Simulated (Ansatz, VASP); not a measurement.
# One calculation of P, two programs

The input INCAR:

```
SYSTEM = P
PREC = Accurate
ENCUT = 520
EDIFF = 1E-6
ISMEAR = 0
SIGMA = 0.05
LREAL = .False.
LASPH = .True.
NELM = 100
ALGO = Normal
ISIF = 2
LWAVE = .False.
LCHARG = .False.
GGA = PS
NBANDS = 18
```

Contents of KPOINTS:

```
regular mesh
0
Gamma
  8 1 6
  0 0 0
```

POSCAR

```
P
1.0
    3.2843671017      0.0000000000      0.0000000000
    0.0000000000     34.8747470704      0.0000000000
    0.0000000000      0.0000000000      4.4369100789
P
4
Direct
    0.0000000000      0.9696876236      0.5826201292
    0.0000000000      0.0303123764      0.4173798708
    0.5000000000      0.0303123764      0.0826201292
    0.5000000000      0.9696876236      0.9173798708
```

Input for Ansatz:

```yaml
crystal:
  lattice:
    - [3.2843671164, 0.0, 0.0]
    - [0.0, 34.8747471215, 0.0]
    - [0.0, 0.0, 4.4369101505]
  atoms:
    - { symbol: P, position: [0.0, 0.9696876239, 0.5826201324] }
    - { symbol: P, position: [0.0, 0.0303123761, 0.4173798676] }
    - { symbol: P, position: [0.5, 0.0303123761, 0.0826201324] }
    - { symbol: P, position: [0.5, 0.9696876239, 0.9173798676] }
basis:
  ecutwfc: 420
kpoints:
  mp_grid: { grid: [8, 1, 6] }
hamiltonian:
  xc: pbesol
scf:
  occupations: { method: gaussian, width: 0.05 }
output:
  forces: true
  stress: true
  eigenvalues: true
  write_density: true
  write_potential: true
  elf: true
  volumetric_format: npy
```

Alike in both runs: task single point; functional PBEsol; k mesh 8 × 1 × 6; occupations gaussian, width 0.05 eV; no spin polarisation.

```csv
,VASP,Ansatz
version,VASP 6.6.1,Ansatz 0.2.0
potentials or method,"VASP PAW PBE potentials, release 64 (P), cutoff 520 eV","scalar-relativistic, plane waves, PAW"
valence electrons in the cell,20,20
```

VASP gave:

* gap on the k mesh at the Fermi level (eV): 0.72
* least direct gap on the mesh (eV): 0.72
* rms of the force components (eV/Å): 0.012

Problem. What did Ansatz give for the same quantities?

Solution. gap on the k mesh at the Fermi level (eV): 0.70; least direct gap on the mesh (eV): 0.70; rms of the force components (eV/Å): 0.002.

VASP's potentials were made for PBE, not for PBEsol. Atom by atom the forces differ by 0.013 eV/Å (rms over components).
